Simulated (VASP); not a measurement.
# Si2Te4S (P-3m1) in VASP: a series of runs

The runs below take Si2Te4S through single point, relaxation of cell and atoms, with PBE.

Everything below comes from runs of VASP 6.6.1. Logs are shortened: lines on timing, memory, paths and dates and some standing lists are left out, and cuts for length are marked.

### Step 1. The cell of the first run

Symmetry: P-3m1, No. 164, trigonal system. The conventional cell has a = 3.869 Å, b = 3.869 Å, c = 14.347 Å, α = 90.00°, β = 90.00°, γ = 120.00°. Within 3.6 Å of Si (site symmetry 3m) lie 6 Te at 2.72 to 2.93 Å. Te (site symmetry 3m) has 3 Si at 2.72 Å within 3.6 Å. Within 3.8 Å of Te (site symmetry 3m) lie 3 S at 2.91 Å and 3 Si at 2.93 Å. S (site symmetry -3m) has 6 Te at 2.91 Å and 2 Si at 3.76 Å within 3.8 Å.

### Step 2. Single point, PBE

The input, INCAR:

```
SYSTEM = Si2Te4S
PREC = Accurate
ENCUT = 520
EDIFF = 1E-7
ISMEAR = 0
SIGMA = 0.2
LREAL = .FALSE.
LASPH = .TRUE.
NELM = 80
ALGO = Normal
ISIF = 2
LWAVE = .FALSE.
LCHARG = .FALSE.
GGA = PE
NBANDS = 28
```

The input, KPOINTS:

```
Automatic mesh
0
G
  5 5 2
  0 0 0
```

The input, POSCAR:

```
Si2Te4S
1.0
    3.8690232806      0.0000000000      0.0000000000
   -1.9345116403      3.3506724488      0.0000000000
    0.0000000000      0.0000000000     14.3469936737
Si Te S
2 4 1
Direct
    0.0000000000      0.0000000000      0.2622995393
    0.0000000000      0.0000000000      0.7377004607
    0.6666666667      0.3333333333      0.3699193707
    0.3333333333      0.6666666667      0.1300090288
    0.6666666667      0.3333333333      0.8699909712
    0.3333333333      0.6666666667      0.6300806293
    0.0000000000      0.0000000000      0.0000000000
```

Potentials or basis: VASP PAW PBE potentials, release 64 (Si, Te, S).

Started as:

```bash
cat potpaw_PBE.64/Si/POTCAR potpaw_PBE.64/Te/POTCAR potpaw_PBE.64/S/POTCAR > POTCAR
mpirun -np 1 vasp_std > vasp.out
```

OUTCAR:

```text
SYSTEM = Si2Te4S
   PREC = Accurate
   ENCUT = 520
   EDIFF = 1E-7
   ISMEAR = 0
   LREAL = .FALSE.
   LASPH = .TRUE.
   NELM = 80
   ISIF = 2
   GGA = PE

 ion  position               nearest neighbor table
   1  0.000  0.000  0.262-   3 2.72   3 2.72   3 2.72   4 2.93   4 2.93   4 2.93
   2  0.000  0.000  0.738-   6 2.72   6 2.72   6 2.72   5 2.93   5 2.93   5 2.93
   3  0.667  0.333  0.370-   1 2.72   1 2.72   1 2.72
   4  0.333  0.667  0.130-   7 2.91   7 2.91   7 2.91   1 2.93   1 2.93   1 2.93
   5  0.667  0.333  0.870-   7 2.91   7 2.91   7 2.91   2 2.93   2 2.93   2 2.93
   6  0.333  0.667  0.630-   2 2.72   2 2.72   2 2.72
   7  0.000  0.000  0.000-   4 2.91   5 2.91   4 2.91   5 2.91   5 2.91   4 2.91

  LATTYP: Found a hexagonal cell.
 ALAT       =     3.8690232806
 C/A-ratio  =     3.7081693836

  Lattice vectors:

 A1 = (   3.8690232806,   0.0000000000,   0.0000000000)
 A2 = (  -1.9345116403,   3.3506724488,   0.0000000000)
 A3 = (   0.0000000000,   0.0000000000,  14.3469936737)

Analysis of symmetry for initial positions (statically):
=====================================================================
 Subroutine PRICEL returns:
 Original cell was already a primitive cell.

 Routine SETGRP: Setting up the symmetry group for a
 hexagonal supercell.

 Subroutine GETGRP returns: Found 12 space group operations
 (whereof 12 operations were pure point group operations)
 out of a pool of 24 trial point group operations.

The static configuration has the point symmetry D_3d.

Analysis of symmetry for dynamics (positions and initial velocities):
=====================================================================
 Subroutine PRICEL returns:
 Original cell was already a primitive cell.

 Routine SETGRP: Setting up the symmetry group for a
 hexagonal supercell.

 Subroutine GETGRP returns: Found 12 space group operations
 (whereof 12 operations were pure point group operations)
 out of a pool of 24 trial point group operations.

The dynamic configuration has the point symmetry D_3d.

 Subroutine INISYM returns: Found 12 space group operations
 (whereof 12 operations are pure point group operations),
 and found     1 'primitive' translations

----------------------------------------------------------------------------------------

                                     Primitive cell

  volume of cell :     185.9920

  direct lattice vectors                    reciprocal lattice vectors
     3.869023281  0.000000000  0.000000000     0.258463164  0.149223778  0.000000000
    -1.934511640  3.350672449  0.000000000     0.000000000  0.298447555  0.000000000
     0.000000000  0.000000000 14.346993674     0.000000000  0.000000000  0.069701014

  length of vectors
     3.869023281  3.869023281 14.346993674     0.298447555  0.298447555  0.069701014

  position of ions in fractional coordinates (direct lattice)
     0.000000000  0.000000000  0.262299539
     0.000000000  0.000000000  0.737700461
     0.666666667  0.333333333  0.369919371
     0.333333333  0.666666667  0.130009029
     0.666666667  0.333333333  0.869990971
     0.333333333  0.666666667  0.630080629
     0.000000000  0.000000000  0.000000000

  ion indices of the primitive-cell ions
   primitive index   ion index
                 1           1
                 2           2
                 3           3
                 4           4
                 5           5
                 6           6
                 7           7

----------------------------------------------------------------------------------------

 KPOINTS: Automatic mesh

Automatic generation of k-mesh.
 Grid dimensions read from file:
 generate k-points for:    5    5    2

 Generating k-lattice:

  Cartesian coordinates                     Fractional coordinates (reciprocal lattice)
     0.051692633  0.029844756  0.000000000     0.200000000  0.000000000  0.000000000
     0.000000000  0.059689511  0.000000000     0.000000000  0.200000000  0.000000000
     0.000000000  0.000000000  0.034850507     0.000000000  0.000000000  0.500000000

  Length of vectors
     0.059689511  0.059689511  0.034850507

  Shift w.r.t. Gamma in fractional coordinates (k-lattice)
     0.000000000  0.000000000  0.000000000

 Subroutine IBZKPT returns following result:
 ===========================================

 Found     10 irreducible k-points:

 Following reciprocal coordinates:
            Coordinates               Weight
  0.000000  0.000000  0.000000      1.000000
  0.200000 -0.000000  0.000000      6.000000
  0.400000 -0.000000  0.000000      6.000000
  0.200000  0.200000  0.000000      6.000000
  0.400000  0.200000  0.000000      6.000000
  0.000000  0.000000  0.500000      1.000000
  0.200000 -0.000000  0.500000      6.000000
  0.400000 -0.000000  0.500000      6.000000
  0.200000  0.200000  0.500000      6.000000
  0.400000  0.200000  0.500000      6.000000
   k-points           NKPTS =     10   k-points in BZ     NKDIM =     10   number of bands    NBANDS=     28
   number of dos      NEDOS =    301   number of ions     NIONS =      7
   total plane-waves  NPLWV =  97200
   dimension x,y,z NGX =    30 NGY =   30 NGZ =  108
   dimension x,y,z NGXF=    60 NGYF=   60 NGZF=  216
   ions per type =               2   4   1
   NGX,Y,Z   is equivalent  to a cutoff of  12.89, 12.89, 12.51 a.u.
   NGXF,Y,Z  is equivalent  to a cutoff of  25.78, 25.78, 25.03 a.u.
 SYSTEM =  Si2Te4S
   PREC   = accura    normal or accurate (medium, high low for compatibility)
   ISTART =      0    job   : 0-new  1-cont  2-samecut
   ICHARG =      2    charge: 1-file 2-atom 10-const
   ISPIN  =      1    spin polarized calculation?
   LNONCOLLINEAR =      F non collinear calculations
   LSORBIT =      F    spin-orbit coupling
   LASPH  =      T    aspherical Exc in radial PAW
   ENCUT  =  520.0 eV  38.22 Ry    6.18 a.u.   7.19  7.19 26.68*2*pi/ulx,y,z
   NELM   =     80;   NELMIN=  2; NELMDL= -5     # of ELM steps
   EDIFF  = 0.1E-06   stopping-criterion for ELM
   LREAL  =      F    real-space projection
   EDIFFG = 0.1E-05   stopping-criterion for IOM
   NSW    =      0    number of steps for IOM
   IBRION =     -1    ionic relax: 0-MD 1-quasi-New 2-CG
   NFREE  =      0    steps in history (QN), initial steepest desc. (CG)
   ISIF   =      2    stress and relaxation
   ISYM   =      2    0-nonsym 1-usesym 2-fastsym
   POTIM  = 0.5000    time-step for ionic-motion
   TEBEG  =    0.0;   TEEND  =   0.0 temperature during run
   PSTRESS=    0.0 pullay stress
   NELECT =      38.0000    total number of electrons
   NUPDOWN=      -1.0000    fix difference up-down
   EMIN   =  10.00;   EMAX   =-10.00  energy-range for DOS
   EFERMI =   0.00;   METHOD = LEGACY
   ISMEAR =     0;   SIGMA  =   0.20  broadening in eV -4-tet -1-fermi 0-gaus
   EFERMI_NEDOS =   21; number of points for ismear=-14 and -15
   IALGO  =     38    algorithm
   IMIX   =      4    mixing-type and parameters
     AMIX     =   0.40;   BMIX     =  1.00
     AMIX_MAG =   1.60;   BMIX_MAG =  1.00
  volume/ion in A,a.u.               =      26.57       179.31
  Fermi-wavevector in a.u.,A,eV,Ry     =   0.964209  1.822091 12.649329  0.929699
  Thomas-Fermi vector in A             =   2.093821
   LORBIT       =      0    0 simple, 1 ext, 2 COOP (PROOUT), +10 PAW based schemes
   GGA     = PE    functional components
   LHFCALC =     F    Hartree Fock is set to
   AEXX    =    0.0000 exact exchange contribution
   IVDW    =     0    specifies the selected vdW correction
   LEPSILON=     F    determine dielectric tensor
   LRPA    =     F    only Hartree local field effects (RPA)
 non-spin polarized calculation
 Gauss-broadening in eV      SIGMA  =   0.20
  energy-cutoff  :      520.00
  volume of cell :      185.99
 maximum number of plane-waves:      5046
 NGX is ok and might be reduce to    30
   NGX = 15   NGY = 15   NGZ = 53

 number of electron      38.0000000 magnetization

 Free energy of the ion-electron system (eV)
  ---------------------------------------------------
  ext. energy  EPLUGINS =         0.00000000
  ---------------------------------------------------
  free energy    TOTEN  =       -26.25499506 eV

  energy without entropy =      -26.18597124  energy(sigma->0) =      -26.22048315

 E-fermi :   6.5295     XC(G=0):  -9.4670

 val. band max:        6.5149053006   @ k =   0.4000  -0.0000   0.5000
 cond. band min:       6.5829352630   @ k =   0.4000  -0.0000   0.0000
 fundamental gap:      0.0680299624
 Fermi energy:         6.5294858948

 k-point     1 :       0.0000    0.0000    0.0000
  band No.  band energies     occupation
      1      -8.1120      2.00000
      2      -6.8153      2.00000
      3      -6.5575      2.00000
      4      -5.5236      2.00000
      5      -4.1970      2.00000
      6      -0.1241      2.00000
[... 20 lines left out ...]
     27       9.1905      0.00000
     28       9.9013      0.00000

 k-point     2 :       0.2000   -0.0000    0.0000
  band No.  band energies     occupation
      1      -7.7436      2.00000
      2      -6.3838      2.00000
      3      -6.1580      2.00000
      4      -5.2034      2.00000
      5      -4.1428      2.00000
      6      -0.1687      2.00000
[... 20 lines left out ...]
     27       9.8724      0.00000
     28      10.6004      0.00000

 k-point     3 :       0.4000   -0.0000    0.0000
  band No.  band energies     occupation
      1      -6.8769      2.00000
      2      -5.3171      2.00000
      3      -5.1930      2.00000
      4      -4.7272      2.00000
      5      -4.3255      2.00000
      6      -1.2859      2.00000
[... 182 lines left out ...]
      3      -5.3780      2.00000
      4      -4.7847      2.00000
      5      -4.2344      2.00000
      6      -0.7864      2.00000
[... 20 lines left out ...]
     27      10.9204      0.00000
     28      11.0966      0.00000

 k-point    10 :       0.4000    0.2000    0.5000
  band No.  band energies     occupation
      1      -6.4922      2.00000
      2      -4.8428      2.00000
      3      -4.7126      2.00000
      4      -4.6075      2.00000
      5      -4.4707      2.00000
      6      -1.6201      2.00000
[... 20 lines left out ...]
     27      10.6242      0.00000
     28      10.7918      0.00000

------------------------ aborting loop because EDIFF is reached ----------------------------------------

  FORCE on cell =-STRESS in cart. coord.  units (eV):
  Direction    XX          YY          ZZ          XY          YZ          ZX
  --------------------------------------------------------------------------------------
  -------------------------------------------------------------------------------------
  Total       -0.1480377     -0.1480377      0.1292160      0.0000000      0.0000000      0.0000000
  in kB       -1.2752305     -1.2752305      1.1130962      0.0000000      0.0000000      0.0000000
  external PRESSURE =      -0.4791216 kB  Pullay stress =       0.0000000 kB

 VOLUME and BASIS-vectors are now :
 -----------------------------------------------------------------------------
  energy-cutoff  :      520.00
  volume of cell :      185.99
      direct lattice vectors                 reciprocal lattice vectors
     3.869023281  0.000000000  0.000000000     0.258463164  0.149223778  0.000000000
    -1.934511640  3.350672449  0.000000000     0.000000000  0.298447555  0.000000000
     0.000000000  0.000000000 14.346993674     0.000000000  0.000000000  0.069701014

 POSITION                                       TOTAL-FORCE (eV/Angst)
 -----------------------------------------------------------------------------------
      0.00000      0.00000      3.76321         0.000000      0.000000     -0.010379
      0.00000      0.00000     10.58378         0.000000      0.000000      0.010379
      1.93451      1.11689      5.30723         0.000000      0.000000      0.006810
     -0.00000      2.23378      1.86524        -0.000000      0.000000     -0.000625
      1.93451      1.11689     12.48175         0.000000      0.000000      0.000625
     -0.00000      2.23378      9.03976        -0.000000     -0.000000     -0.006810
      0.00000      0.00000      0.00000         0.000000      0.000000     -0.000000
 -----------------------------------------------------------------------------------
    total drift:                               -0.000000      0.000000      0.000000

  FREE ENERGIE OF THE ION-ELECTRON SYSTEM (eV)
  ---------------------------------------------------
  free  energy   TOTEN  =       -26.2549950600 eV

  energy  without entropy=      -26.1859712370  energy(sigma->0) =      -26.22048315
```

Run time: 46 s. Hardware: 1 thread of Intel Xeon 6975P-C (Granite Rapids), shared host; peak memory 0.31 GiB.

What came out:

```yaml
Free_energy: -26.2550 eV
Pressure: 0.0 GPa
Largest_force: 0.010 eV/Å
Band_gap_on_the_k_mesh: zero (band 19 reaches 6.89 eV, above the bottom of band 20 at 6.41 eV)
```

Forces on the atoms (eV/Å):
```
Si   0.000  0.000 -0.010
Si   0.000  0.000  0.010
Te   0.000  0.000  0.007
Te   0.000  0.000 -0.001
Te   0.000  0.000  0.001
Te   0.000  0.000 -0.007
S    0.000  0.000  0.000
```

Stress tensor (GPa, compression positive):
```
-0.13  0.00  0.00
 0.00 -0.13  0.00
 0.00  0.00  0.11
```

Caveat: the k points lie up to 0.38 Å⁻¹ apart; spin-orbit coupling is left out, which moves the levels of the heavy elements; this functional lacks dispersion, which binds the layers, so the pressure and a relaxed spacing across them are unreliable.

### Step 3. Single point, PBE

This run uses another cell than the first one, of 26.27 Å³/atom, 0.989 times its volume.

The input, INCAR:

```
ALGO     = Normal         # electronic algorithm
EDIFF    = 1E-6           # SCF threshold, eV
ENCUT    = 520            # plane-wave cutoff, eV
GGA      = PE             # functional
ISIF     = 2              # what is computed and relaxed
ISMEAR   = 0              # smearing method
LASPH    = True           # aspherical terms in the spheres
LCHARG   = True           # write CHGCAR
LELF     = True           # ELF
LREAL    = False          # projectors in reciprocal space
LVHAR    = True         
LWAVE    = False          # write WAVECAR
NBANDS   = 28             # bands
NELM     = 100            # most SCF steps
PREC     = Accurate       # precision mode
SIGMA    = 0.2            # smearing width, eV
```

The input, KPOINTS:

```
k-points
0
Gamma
  6 6 2
```

The input, POSCAR:

```
Si2Te4S
1.0
    3.8539329866      0.0000000000      0.0000000000
   -1.9269664933      3.3376038709      0.0000000000
    0.0000000000      0.0000000000     14.2967681660
Si Te S
2 4 1
Direct
    0.0000000000      0.0000000000      0.2626496151
    1.0000000000      0.0000000000      0.7373503849
    0.6666666667      0.3333333333      0.3716366640
    0.3333333333      0.6666666667      0.1338548037
    0.6666666667      0.3333333333      0.8661451963
    0.3333333333      0.6666666667      0.6283633360
    0.0000000000      0.0000000000      1.0000000000
```

Potentials or basis: VASP PAW PBE potentials, release 64 (Si, Te, S).

Started as:

```bash
cat potpaw_PBE.64/Si/POTCAR potpaw_PBE.64/Te/POTCAR potpaw_PBE.64/S/POTCAR > POTCAR
mpirun -np 1 vasp_std > vasp.out
```

Wall time 46 s (1 thread of Intel Xeon 6975P-C (Granite Rapids), shared host); peak memory 0.32 GiB.

The run converged. Its results:

* Free energy: -26.3213 eV
* Pressure: 0.0 GPa
* Largest force: 0.061 eV/Å
* Band gap on the k mesh: zero (band 19 reaches 6.95 eV, above the bottom of band 20 at 6.31 eV)

Forces in eV/Å, atoms in the order of the input:
```
Si   0.000  0.000  0.016
Si   0.000  0.000 -0.016
Te   0.000  0.000  0.003
Te   0.000  0.000 -0.061
Te   0.000  0.000  0.061
Te   0.000  0.000 -0.003
S    0.000  0.000  0.000
```

Stress tensor (GPa, compression positive):
```
-0.09  0.00  0.00
 0.00 -0.09  0.00
 0.00  0.00  0.04
```

Levels at points of the mesh, in eV from the Fermi level:
```tsv
k point	band 16	band 17	band 18	band 19	band 20	band 21	band 22	band 23
(0.00, 0.00, 0.00)	-0.63	-0.63	-0.30	0.12	0.12	0.68	1.58	2.39
(0.50, 0.00, 0.00)	-2.39	-1.99	-1.14	-0.67	0.00	0.07	0.38	2.04
(0.00, 0.00, 0.50)	-0.94	-0.61	-0.61	0.11	0.11	1.23	1.27	2.47
(0.50, 0.00, 0.50)	-1.82	-1.72	-1.22	-1.08	-0.31	0.15	0.59	2.25
```

Caveat: spin-orbit coupling is left out, which moves the levels of the heavy elements; this functional lacks dispersion, which binds the layers, so the pressure and a relaxed spacing across them are unreliable.

### Step 4. Single point, PBE

This run uses another cell than the first one, of 26.27 Å³/atom, 0.989 times its volume.

The input, INCAR:

```
SYSTEM = Si2Te4S
PREC     = Accurate       ! precision mode
ENCUT    = 520            ! plane-wave cutoff, eV
EDIFF    = 1E-6           ! SCF threshold, eV
ISMEAR   = 0              ! smearing method
SIGMA    = 0.1            ! smearing width, eV
LREAL    = .FALSE.        ! projectors in reciprocal space
LASPH    = .TRUE.         ! aspherical terms in the spheres
NELM     = 80             ! most SCF steps
ALGO     = Normal         ! electronic algorithm
ISIF     = 2              ! what is computed and relaxed
LWAVE    = .FALSE.        ! write WAVECAR
LCHARG   = .TRUE.         ! write CHGCAR
GGA      = PE             ! functional
LELF     = .TRUE.         ! ELF
LVHAR    = .TRUE.       
NBANDS   = 28             ! bands
```

The input, KPOINTS:

```
regular mesh
0
G
  12 12 2
  0 0 0
```

POSCAR, as its differences from that of step 3:

```diff
@@ -9,3 +9,3 @@
     0.0000000000      0.0000000000      0.2626496151
-    1.0000000000      0.0000000000      0.7373503849
+    0.0000000000      0.0000000000      0.7373503849
     0.6666666667      0.3333333333      0.3716366640
@@ -14,2 +14,2 @@
     0.3333333333      0.6666666667      0.6283633360
-    0.0000000000      0.0000000000      1.0000000000
+    0.0000000000      0.0000000000      0.0000000000
```

Started as:

```bash
cat potpaw_PBE.64/Si/POTCAR potpaw_PBE.64/Te/POTCAR potpaw_PBE.64/S/POTCAR > POTCAR
mpirun -np 1 vasp_std > vasp.out
```

Wall time 1.8 min (1 thread of Intel Xeon 6975P-C (Granite Rapids), shared host); peak memory 0.4 GiB.

It converged, with:

```yaml
Free_energy: -26.2339 eV
Pressure: 0.0 GPa
Largest_force: 0.015 eV/Å
Band_gap_on_the_k_mesh: zero (band 19 reaches 6.96 eV, above the bottom of band 20 at 6.31 eV)
```

Forces in eV/Å, atoms in the order of the input:
```
Si   0.000  0.000 -0.015
Si   0.000  0.000  0.015
Te   0.000  0.000  0.011
Te   0.000  0.000 -0.008
Te   0.000  0.000  0.008
Te   0.000  0.000 -0.011
S    0.000  0.000  0.000
```

Levels at points of the mesh, in eV from the Fermi level:
| k point | band 17 | band 18 | band 19 | band 20 | band 21 | band 22 |
| --- | --- | --- | --- | --- | --- | --- |
| (0.00, 0.00, 0.00) | -0.61 | -0.28 | 0.15 | 0.15 | 0.69 | 1.59 |
| (0.50, 0.00, 0.00) | -1.97 | -1.12 | -0.65 | 0.01 | 0.10 | 0.40 |
| (0.00, 0.00, 0.50) | -0.59 | -0.59 | 0.14 | 0.14 | 1.25 | 1.28 |
| (0.50, 0.00, 0.50) | -1.70 | -1.20 | -1.06 | -0.29 | 0.17 | 0.61 |

Caveat: spin-orbit coupling is left out, which moves the levels of the heavy elements; this functional lacks dispersion, which binds the layers, so the pressure and a relaxed spacing across them are unreliable.

(Part 1 of 2 ends here.)
